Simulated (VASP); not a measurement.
Input of a VASP 6.6.1 run:

POSCAR

```
KF
1.0
    3.1788706815     -0.0349675775      0.0000000000
   -0.0349675775      3.1788706815      0.0000000000
    0.0000000000      0.0000000000      3.1788706815
K F
1 1
Direct
    0.0000000000      0.0000000000      0.0000000000
    0.5000000000      0.5000000000      0.5000000000
```

File INCAR.step1:

```
SYSTEM = KF
PREC = Accurate
ENCUT = 520
ISMEAR = 0
SIGMA = 0.01
LREAL = .False.
LASPH = .True.
NELM = 80
NBANDS = 15
GGA = PE
ALGO = Normal
EDIFF = 1E-4
LWAVE = .True.
LCHARG = .False.
```

File INCAR.step2:

```
SYSTEM = KF
PREC = Accurate
ENCUT = 520
EDIFF = 1E-6
ISMEAR = 0
SIGMA = 0.01
LREAL = .False.
LASPH = .True.
NELM = 80
ALGO = Normal
ISIF = 2
LWAVE = .False.
LCHARG = .False.
METAGGA = R2SCAN
LMIXTAU = .True.
NBANDS = 15
ISTART = 1
```

Contents of KPOINTS:

```
Automatic mesh
0
Gamma
  8 8 8
  0 0 0
```

Potentials or basis: VASP PAW PBE potentials, release 64 (K_sv, F).

Launch:

```console
$ cat potpaw_PBE.64/K_sv/POTCAR potpaw_PBE.64/F/POTCAR > POTCAR
$ cp INCAR.step1 INCAR
$ mpirun -np 1 vasp_std > vasp.out
$ cp INCAR.step2 INCAR
$ mpirun -np 1 vasp_std > vasp.out
```

(1) What does it give for the pressure?

(2) Predict the band gap on the k mesh.

Answers

(1) 0.0 GPa.

(2) 7.73 eV, indirect (least direct gap 7.76 eV).

Caveat: the cell differs from its parent crystal (shear xy strain -2.2%); the PAW data sets were made with another functional, which shifts forces and pressure a little.
